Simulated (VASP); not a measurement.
Here is a VASP 6.6.1 calculation.

INCAR

```
ALGO = Normal ; DIPOL = 0.5 0.5 0.500
EDIFF = 1E-7 ; ENCUT = 520
GGA = PE ; IDIPOL = 3
ISIF = 2 ; ISMEAR = 0
LASPH = T ; LCHARG = F
LDIPOL = T ; LREAL = F
LWAVE = F ; NBANDS = 34
NELM = 80 ; PREC = Accurate
SIGMA = 0.1
```

KPOINTS

```
k-points
0
Gamma
  4 2 1
```

The input POSCAR:

```
ScBr2
1.0
    4.3791635000      0.0000000000      0.0000000000
    0.0000000000      7.5432520600      0.0000000000
    0.0000000000      0.0000000000     19.0000000000
Sc Br
2 4
Direct
    0.0000000000      0.0000000000      0.5000000000
    0.0000000000      0.5000000000      0.5000000000
    0.0000000000      0.7500000000      0.3883821800
    0.5000000000      0.7500000000      0.5701659000
    0.0000000000      0.2500000000      0.6116178200
    0.5000000000      0.2500000000      0.4298341000
```

Potentials or basis: VASP PAW PBE potentials, release 64 (Sc_sv, Br).

Launch:

```sh
$ cat potpaw_PBE.64/Sc_sv/POTCAR potpaw_PBE.64/Br/POTCAR > POTCAR
$ mpirun -np 1 vasp_std > vasp.out
```

Problem. What does it give for the largest force?

Solution. 1.099 eV/Å.

Problem. Estimate the band gap on the k mesh.

Solution. Zero (bands 25 and 26 overlap by 0.40 eV).

Forces in eV/Å, atoms in the order of the input:
```
Sc   0.000  0.000  0.000
Sc   0.000  0.000  0.000
Br   0.000  0.000  1.099
Br   0.000  0.000 -0.754
Br   0.000  0.000 -1.099
Br   0.000  0.000  0.754
```

Caveat: the k points lie up to 0.42 Å⁻¹ apart.
